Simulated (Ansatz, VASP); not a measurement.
One calculation of Ga3Se, two programs

The input INCAR:

```
SYSTEM = Ga3Se
PREC = Accurate ; ENCUT = 520
EDIFF = 1E-6 ; ISMEAR = 0
SIGMA = 0.1 ; LREAL = .False.
LASPH = .True. ; NELM = 80
ALGO = Normal ; ISIF = 2
LWAVE = .False. ; LCHARG = .True.
GGA = PS ; LELF = .True.
LVHAR = .True. ; NBANDS = 30
```

Contents of KPOINTS:

```
Automatic mesh
0
Gamma
  16 16 16
  0 0 0
```

POSCAR

```
Ga3Se
1.0
    4.4324650000      0.0000000000      0.0000000000
    0.0000000000      4.4324650000      0.0000000000
    0.0000000000      0.0000000000      4.4324650000
Ga Se
3 1
Direct
    0.0000000000      0.5000000000      0.5000000000
    0.5000000000      0.0000000000      0.5000000000
    0.5000000000      0.5000000000      0.0000000000
    0.0000000000      0.0000000000      0.0000000000
```

Input for Ansatz:

```yaml
crystal:
  lattice:
    - [4.432465, 0.0, 0.0]
    - [0.0, 4.432465, 0.0]
    - [0.0, 0.0, 4.432465]
  atoms:
    - { symbol: Ga, position: [0.0, 0.5, 0.5] }
    - { symbol: Ga, position: [0.5, 0.0, 0.5] }
    - { symbol: Ga, position: [0.5, 0.5, 0.0] }
    - { symbol: Se, position: [0.0, 0.0, 0.0] }
basis:
  ecutwfc: 420
kpoints:
  mp_grid: { grid: [16, 16, 16] }
hamiltonian:
  xc: pbesol
scf:
  occupations: { method: gaussian, width: 0.1 }
output:
  forces: true
  stress: true
  eigenvalues: true
  write_density: true
  write_potential: true
  elf: true
  volumetric_format: npy
```

Alike in both runs: task single point; functional PBEsol; k mesh 16 × 16 × 16; occupations gaussian, width 0.1 eV; no spin polarisation.

```csv
,VASP,Ansatz
version,VASP 6.6.1,Ansatz 0.2.0
potentials or method,"VASP PAW PBE potentials, release 64 (Ga_d, Se), cutoff 520 eV","scalar-relativistic, plane waves, PAW"
valence electrons in the cell,45,55
```

|  | VASP | Ansatz | Ansatz less VASP |
| --- | --- | --- | --- |
| gap on the k mesh at the Fermi level (eV) | none | none | - |
| pressure (GPa) | -3.6 | -3.6 | -0.04 |

VASP's potentials were made for PBE, not for PBEsol. A gap of «none» marks a metal or a gap that the smearing closes. The functional is the same, so the differences come from potentials, cutoffs and numerics. VASP's potentials hold 45 valence electrons a cell and Ansatz's 55, so a difference there can come from the potentials and not from the codes.
